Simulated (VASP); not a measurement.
# C in VASP: a series of runs

Runs on C. Level: r2SCAN. Tasks: single point.

All numbers are computed with VASP 6.6.1; they aren't measurements. Logs are shortened: lines on timing, memory, paths and dates and some standing lists are left out, and cuts for length are marked.

## (1) The cell of the first run

It takes space group C2/m (No. 12, monoclinic). The conventional cell has a = 4.254 Å, b = 2.456 Å, c = 3.635 Å, α = 90.00°, β = 112.96°, γ = 90.00°. Within 1.6 Å of C (site symmetry m) lie 3 C at 1.22 to 1.53 Å.

## (2) Single point, r2SCAN (atom 1 (C) moved by (+0.000, -0.200) A along x and y)

The input, POSCAR:

```
C
1.0
    1.2280263465      0.7090013417      3.3470108394
   -1.2280263465      0.7090013417      3.3470108394
    0.0000000000     -1.4180026834      3.3470108394
C
2
Direct
    0.1169855145      0.1169855145      0.2580289711
    0.8360000000      0.8360000000      0.8360000000
```

The input, INCAR.step1:

```
PREC = Accurate
ENCUT = 520
ISMEAR = 0
SIGMA = 0.05
LREAL = False
LASPH = True
NELM = 80
NBANDS = 11
GGA = PE
ALGO = Normal
EDIFF = 1E-4
LWAVE = True
LCHARG = False
```

The input, INCAR.step2:

```
PREC = Accurate
ENCUT = 520
EDIFF = 1E-6
ISMEAR = 0
SIGMA = 0.05
LREAL = False
LASPH = True
NELM = 80
ALGO = Normal
ISIF = 2
LWAVE = False
LCHARG = True
METAGGA = R2SCAN
LMIXTAU = True
LELF = True
LVHAR = True
NBANDS = 11
ISTART = 1
```

The input, KPOINTS:

```
Automatic mesh
0
Gamma
  12 12 12
```

Potentials or basis: VASP PAW PBE potentials, release 64 (C).

Started as:

```
$ cat potpaw_PBE.64/C/POTCAR > POTCAR
$ cp INCAR.step1 INCAR
$ mpirun -np 1 vasp_std > vasp.out
$ cp INCAR.step2 INCAR
$ mpirun -np 1 vasp_std > vasp.out
```

OUTCAR:

```text
PREC = Accurate
   ENCUT = 520
   EDIFF = 1E-6
   ISMEAR = 0
   LREAL = False
   LASPH = True
   NELM = 80
   ISIF = 2
   METAGGA = R2SCAN
   ISTART = 1

 ion  position               nearest neighbor table
   1  0.117  0.117  0.258-   2 1.22   2 1.53   2 1.53
   2  0.836  0.836  0.836-   1 1.22   1 1.53   1 1.53

  LATTYP: Found a trigonal (rhomboedric) cell.
 ALAT       =     3.6349983727
 COS(alpha) =     0.7717362630

  Lattice vectors:

 A1 = (   1.2280263465,   0.7090013417,   3.3470108394)
 A2 = (  -1.2280263465,   0.7090013417,   3.3470108394)
 A3 = (   0.0000000000,  -1.4180026834,   3.3470108394)

Analysis of symmetry for initial positions (statically):
=====================================================================
 Subroutine PRICEL returns:
 Original cell was already a primitive cell.

 Routine SETGRP: Setting up the symmetry group for a
 trigonal (rhombohedral) supercell.

 Subroutine GETGRP returns: Found  4 space group operations
 (whereof  2 operations were pure point group operations)
 out of a pool of 12 trial point group operations.

The static configuration has the point symmetry C_1h.
 The point group associated with its full space group is C_2h.

Analysis of symmetry for dynamics (positions and initial velocities):
=====================================================================
 Subroutine PRICEL returns:
 Original cell was already a primitive cell.

 Routine SETGRP: Setting up the symmetry group for a
 trigonal (rhombohedral) supercell.

 Subroutine GETGRP returns: Found  4 space group operations
 (whereof  2 operations were pure point group operations)
 out of a pool of 12 trial point group operations.

The dynamic configuration has the point symmetry C_1h.
 The point group associated with its full space group is C_2h.

 Subroutine INISYM returns: Found  4 space group operations
 (whereof  2 operations are pure point group operations),
 and found     1 'primitive' translations

----------------------------------------------------------------------------------------

                                     Primitive cell

  volume of cell :      17.4849

  direct lattice vectors                    reciprocal lattice vectors
     1.228026347  0.709001342  3.347010839     0.407157388  0.235072428  0.099591352
    -1.228026347  0.709001342  3.347010839    -0.407157388  0.235072428  0.099591352
     0.000000000 -1.418002683  3.347010839     0.000000000 -0.470144855  0.099591352

  length of vectors
     3.634998373  3.634998373  3.634998373     0.480577384  0.480577384  0.480577384

  position of ions in fractional coordinates (direct lattice)
     0.116985515  0.116985515  0.258028971
     0.836000000  0.836000000  0.836000000

  ion indices of the primitive-cell ions
   primitive index   ion index
                 1           1
                 2           2

----------------------------------------------------------------------------------------

 KPOINTS: Automatic mesh

Automatic generation of k-mesh.
 Grid dimensions read from file:
 generate k-points for:   12   12   12

 Generating k-lattice:

  Cartesian coordinates                     Fractional coordinates (reciprocal lattice)
     0.033929782  0.019589369  0.008299279     0.083333333  0.000000000  0.000000000
    -0.033929782  0.019589369  0.008299279     0.000000000  0.083333333  0.000000000
     0.000000000 -0.039178738  0.008299279     0.000000000  0.000000000  0.083333333

  Length of vectors
     0.040048115  0.040048115  0.040048115

  Shift w.r.t. Gamma in fractional coordinates (k-lattice)
     0.000000000  0.000000000  0.000000000

 Subroutine IBZKPT returns following result:
 ===========================================

 Found    476 irreducible k-points:

 Following reciprocal coordinates:
            Coordinates               Weight
  0.000000  0.000000  0.000000      1.000000
  0.083333 -0.000000  0.000000      4.000000
  0.000000  0.000000  0.083333      2.000000
  0.166667 -0.000000  0.000000      4.000000
  0.000000  0.000000  0.166667      2.000000
  0.250000 -0.000000  0.000000      4.000000
[... 16 lines left out ...]
 -0.333333  0.000000 -0.083333      4.000000
  0.083333  0.000000  0.333333      4.000000
 [... further k-points ...]
   k-points           NKPTS =    476   k-points in BZ     NKDIM =    476   number of bands    NBANDS=     11
   number of dos      NEDOS =    301   number of ions     NIONS =      2
   total plane-waves  NPLWV =  21952
   dimension x,y,z NGX =    28 NGY =   28 NGZ =   28
   dimension x,y,z NGXF=    56 NGYF=   56 NGZF=   56
   ions per type =               2
   NGX,Y,Z   is equivalent  to a cutoff of  12.81, 12.81, 12.81 a.u.
   NGXF,Y,Z  is equivalent  to a cutoff of  25.61, 25.61, 25.61 a.u.
 SYSTEM =  unknown system
   PREC   = accura    normal or accurate (medium, high low for compatibility)
   ISTART =      1    job   : 0-new  1-cont  2-samecut
   ICHARG =      0    charge: 1-file 2-atom 10-const
   ISPIN  =      1    spin polarized calculation?
   LNONCOLLINEAR =      F non collinear calculations
   LSORBIT =      F    spin-orbit coupling
   LASPH  =      T    aspherical Exc in radial PAW
   ENCUT  =  520.0 eV  38.22 Ry    6.18 a.u.   6.76  6.76  6.76*2*pi/ulx,y,z
   NELM   =     80;   NELMIN=  2; NELMDL=  0     # of ELM steps
   EDIFF  = 0.1E-05   stopping-criterion for ELM
   LREAL  =      F    real-space projection
   EDIFFG = 0.1E-04   stopping-criterion for IOM
   NSW    =      0    number of steps for IOM
   IBRION =     -1    ionic relax: 0-MD 1-quasi-New 2-CG
   NFREE  =      0    steps in history (QN), initial steepest desc. (CG)
   ISIF   =      2    stress and relaxation
   ISYM   =      2    0-nonsym 1-usesym 2-fastsym
   POTIM  = 0.5000    time-step for ionic-motion
   TEBEG  =    0.0;   TEEND  =   0.0 temperature during run
   PSTRESS=    0.0 pullay stress
   NELECT =       8.0000    total number of electrons
   NUPDOWN=      -1.0000    fix difference up-down
   EMIN   =  10.00;   EMAX   =-10.00  energy-range for DOS
   EFERMI =   0.00;   METHOD = LEGACY
   ISMEAR =     0;   SIGMA  =   0.05  broadening in eV -4-tet -1-fermi 0-gaus
   EFERMI_NEDOS =   21; number of points for ismear=-14 and -15
   IALGO  =     38    algorithm
   IMIX   =      4    mixing-type and parameters
     AMIX     =   0.40;   BMIX     =  1.00
     AMIX_MAG =   1.60;   BMIX_MAG =  1.00
  volume/ion in A,a.u.               =       8.74        59.00
  Fermi-wavevector in a.u.,A,eV,Ry     =   1.261490  2.383870 21.651724  1.591357
  Thomas-Fermi vector in A             =   2.394946
   LORBIT       =      0    0 simple, 1 ext, 2 COOP (PROOUT), +10 PAW based schemes
   METAGGA = R2SCAN    functional components
   LHFCALC =     F    Hartree Fock is set to
   AEXX    =    0.0000 exact exchange contribution
   IVDW    =     0    specifies the selected vdW correction
   LEPSILON=     F    determine dielectric tensor
   LRPA    =     F    only Hartree local field effects (RPA)
 non-spin polarized calculation
 Gauss-broadening in eV      SIGMA  =   0.05
  energy-cutoff  :      520.00
  volume of cell :       17.48
 maximum number of plane-waves:       483
   NGX = 13   NGY = 13   NGZ = 13

 number of electron       8.0000000 magnetization

 Free energy of the ion-electron system (eV)
  ---------------------------------------------------
  ext. energy  EPLUGINS =         0.00000000
  ---------------------------------------------------
  free energy    TOTEN  =       -18.55450874 eV

  energy without entropy =      -18.55449909  energy(sigma->0) =      -18.55450391

 E-fermi :   4.4465     XC(G=0): -11.1163

 val. band max:        4.3700139941   @ k =   0.0000   0.0000   0.5000
 cond. band min:       4.5270242592   @ k =  -0.2500  -0.3333   0.1667
 fundamental gap:      0.1570102651
 Fermi energy:         4.4464575662

 k-point     1 :       0.0000    0.0000    0.0000
  band No.  band energies     occupation
      1     -16.3506      2.00000
      2      -2.4668      2.00000
      3      -1.2500      2.00000
      4       4.8847      0.00000
      5       9.1277      0.00000
      6       9.5094      0.00000
      7      15.8910      0.00000
      8      17.5058      0.00000
      9      19.6120      0.00000
     10      28.5397      0.00000
     11      30.2174      0.00000

 k-point     2 :       0.0833   -0.0000    0.0000
  band No.  band energies     occupation
      1     -16.1757      2.00000
      2      -2.3002      2.00000
      3      -1.5559      2.00000
      4       3.9157      2.00000
      5       9.2815      0.00000
      6       9.9740      0.00000
      7      16.6456      0.00000
      8      16.9703      0.00000
      9      19.7961      0.00000
     10      28.9729      0.00000
     11      29.1329      0.00000

 k-point     3 :       0.0000    0.0000    0.0833
  band No.  band energies     occupation
      1     -16.1813      2.00000
      2      -2.2775      2.00000
      3      -1.6938      2.00000
      4       3.9139      2.00000
      5       9.3691      0.00000
      6      10.8665      0.00000
      7      15.6864      0.00000
      8      16.6833      0.00000
      9      19.7006      0.00000
     10      29.3799      0.00000
     11      30.6218      0.00000
[... 267 lines left out ...]
 k-point    23 :      -0.3333    0.0000   -0.0833
  band No.  band energies     occupation
      1     -14.1035      2.00000
      2      -4.5630      2.00000
      3      -1.2645      2.00000
      4      -0.5815      2.00000
      5      10.5332      0.00000
      6      11.9125      0.00000
      7      13.4495      0.00000
      8      20.1879      0.00000
      9      22.1520      0.00000
     10      25.5883      0.00000
     11      27.1933      0.00000

 k-point    24 :       0.0833    0.0000    0.3333
  band No.  band energies     occupation
      1     -14.1765      2.00000
      2      -5.5621      2.00000
      3      -0.2291      2.00000
      4      -0.1931      2.00000
      5      10.5535      0.00000
      6      12.6922      0.00000
      7      14.9048      0.00000
      8      17.7691      0.00000
      9      21.0511      0.00000
     10      24.1837      0.00000
     11      28.8938      0.00000

 [... further k-points ...]

------------------------ aborting loop because EDIFF is reached ----------------------------------------

  FORCE on cell =-STRESS in cart. coord.  units (eV):
  Direction    XX          YY          ZZ          XY          YZ          ZX
  --------------------------------------------------------------------------------------
  -------------------------------------------------------------------------------------
  Total        0.2417681      7.4665449      0.0932819      0.0000000     -0.7886116      0.0000000
  in kB       22.1537103    684.1749244      8.5476087      0.0000000    -72.2621122      0.0000000
  external PRESSURE =     238.2920811 kB  Pullay stress =       0.0000000 kB

 VOLUME and BASIS-vectors are now :
 -----------------------------------------------------------------------------
  energy-cutoff  :      520.00
  volume of cell :       17.48
      direct lattice vectors                 reciprocal lattice vectors
     1.228026347  0.709001342  3.347010839     0.407157388  0.235072428  0.099591352
    -1.228026347  0.709001342  3.347010839    -0.407157388  0.235072428  0.099591352
     0.000000000 -1.418002683  3.347010839     0.000000000 -0.470144855  0.099591352

 POSITION                                       TOTAL-FORCE (eV/Angst)
 -----------------------------------------------------------------------------------
      0.00000     -0.20000      1.64673         0.000000     13.889400      0.608727
      0.00000      0.00000      8.39430         0.000000    -13.889400     -0.608727
 -----------------------------------------------------------------------------------
    total drift:                                0.000000      0.000004      0.000000

  FREE ENERGIE OF THE ION-ELECTRON SYSTEM (eV)
  ---------------------------------------------------
  free  energy   TOTEN  =       -18.5545087377 eV

  energy  without entropy=      -18.5544990904  energy(sigma->0) =      -18.55450391
```

It took 4.5 min on 1 thread of Intel Xeon 6975P-C (Granite Rapids), shared host; peak memory 0.2 GiB.

Results:

* Free energy: -18.5545 eV
* Pressure: 23.8 GPa
* Largest force: 13.903 eV/Å
* Band gap on the k mesh: zero (bands 4 and 5 overlap by 1.10 eV)

Forces in eV/Å, atoms in the order of the input:
```
C     0.000  13.889   0.609
C     0.000 -13.889  -0.609
```

Caveat: the cell differs from its parent crystal (atom 1 (C) moved by (+0.000, -0.200) A along x and y); the cell stands under pressure; the PAW data sets were made with another functional, which shifts forces and pressure a little.

## (3) Single point, r2SCAN (atom 1 (C) moved by (+0.000, +0.200) A along x and y)

POSCAR, as its differences from that of step 2:

```diff
@@ -8,3 +8,3 @@
 Direct
-    0.1169855145      0.1169855145      0.2580289711
+    0.2110144855      0.2110144855      0.0699710289
     0.8360000000      0.8360000000      0.8360000000
```

The input, INCAR.step1:

```
  PREC = Accurate
  ENCUT = 520
  ISMEAR = 0
  SIGMA = 0.05
  LREAL = False
  LASPH = True
  NELM = 100
  NBANDS = 11
  GGA = PE
  ALGO = Normal
  EDIFF = 1E-4
  LWAVE = True
  LCHARG = False
```

The input, INCAR.step2:

```
  PREC = Accurate
  ENCUT = 520
  EDIFF = 1E-6
  ISMEAR = 0
  SIGMA = 0.05
  LREAL = False
  LASPH = True
  NELM = 100
  ALGO = Normal
  ISIF = 2
  LWAVE = False
  LCHARG = True
  METAGGA = R2SCAN
  LMIXTAU = True
  LELF = True
  LVHAR = True
  NBANDS = 11
  ISTART = 1
```

The input, KPOINTS:

```
regular mesh
0
Gamma
  12 12 12
```

Potentials or basis: VASP PAW PBE potentials, release 64 (C).

Started as:

```
$ cat potpaw_PBE.64/C/POTCAR > POTCAR
$ cp INCAR.step1 INCAR
$ mpirun -np 1 vasp_std > vasp.out
$ cp INCAR.step2 INCAR
$ mpirun -np 1 vasp_std > vasp.out
```

It took 3.9 min on 1 thread of Intel Xeon 6975P-C (Granite Rapids), shared host; peak memory 0.2 GiB.

Results (log left out):

```
Free energy            : -18.9194 eV
Pressure               : 14.9 GPa
Largest force          : 8.029 eV/Å
Band gap on the k mesh : zero (bands 4 and 5 overlap by 0.21 eV)
```

Forces in eV/Å, atoms in the order of the input:
```
C    0.000 -7.999  0.695
C    0.000  7.999 -0.695
```

Stress tensor (GPa, compression positive):
```
40.20  0.00  0.00
 0.00  3.73  3.77
 0.00  3.77  0.88
```

Levels at points of the mesh, in eV from the Fermi level:
```csv
k point,band 1,band 2,band 3,band 4,band 5,band 6,band 7,band 8,band 9
"(0.00, 0.00, 0.00)",-21.33,-7.43,-6.49,0.06,4.16,4.55,12.37,12.62,13.14
"(0.50, 0.00, 0.00)",-15.61,-15.26,-5.88,-1.79,0.61,6.47,12.21,12.63,19.74
"(0.00, 0.00, 0.50)",-16.33,-12.89,-8.75,-3.77,4.08,7.18,12.44,13.12,17.54
"(0.50, 0.50, 0.00)",-16.22,-12.79,-8.80,-4.51,3.46,6.77,12.81,15.97,17.93
"(0.50, 0.00, 0.50)",-15.51,-15.18,-5.92,-2.69,0.11,6.16,13.58,15.56,21.24
"(0.50, 0.50, 0.50)",-21.03,-9.44,-6.50,0.07,4.52,10.74,12.42,12.56,12.94
```

Caveat: the cell differs from its parent crystal (atom 1 (C) moved by (+0.000, +0.200) A along x and y); the cell stands under pressure; the PAW data sets were made with another functional, which shifts forces and pressure a little.

(Continued in part 2 of 2.)
